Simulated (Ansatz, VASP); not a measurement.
**CoSi2 in VASP and in Ansatz**

```
Co Si
1.0
     2.65625   -2.65625    0.00000
     2.65625    0.00000   -2.65625
     5.45685    5.45685    5.45685
Co Si
3 6
Direct
  0.00000 0.00000 0.93300
  0.33333 0.33333 0.60848
  0.66667 0.66667 0.28397
  0.66667 0.66667 0.52736
  0.00000 0.00000 0.20284
  0.33333 0.33333 0.85187
  0.66667 0.66667 0.04058
  0.00000 0.00000 0.68961
  0.33333 0.33333 0.36510
```

Alike in both runs: task single point; functional PBEsol; k mesh 14 × 14 × 5; occupations gaussian, width 0.15 eV; no spin polarisation.

|  | VASP | Ansatz |
| --- | --- | --- |
| version | VASP 6.6.1 | Ansatz 0.2.0 |
| potentials or method | VASP PAW PBE potentials, release 64 (Co, Si), cutoff 520 eV | scalar-relativistic, plane waves, PAW |
| valence electrons in the cell | 51 | 75 |

VASP gave:

- gap on the k mesh at the Fermi level (eV): none
- pressure (GPa): -3.7
- traceless stress, the component that is largest in VASP (GPa): -1.33
- rms of the force components (eV/Å): 0.359

Task: Which values does Ansatz return?

Result: gap on the k mesh at the Fermi level (eV): none; pressure (GPa): -4.0; traceless stress, the component that is largest in VASP (GPa): -1.34; rms of the force components (eV/Å): 0.358.

VASP's potentials were made for PBE, not for PBEsol. Atom by atom the forces differ by 0.003 eV/Å (rms over components). A gap of «none» marks a metal or a gap that the smearing closes. VASP's potentials hold 51 valence electrons a cell and Ansatz's 75, so a difference there can come from the potentials and not from the codes.
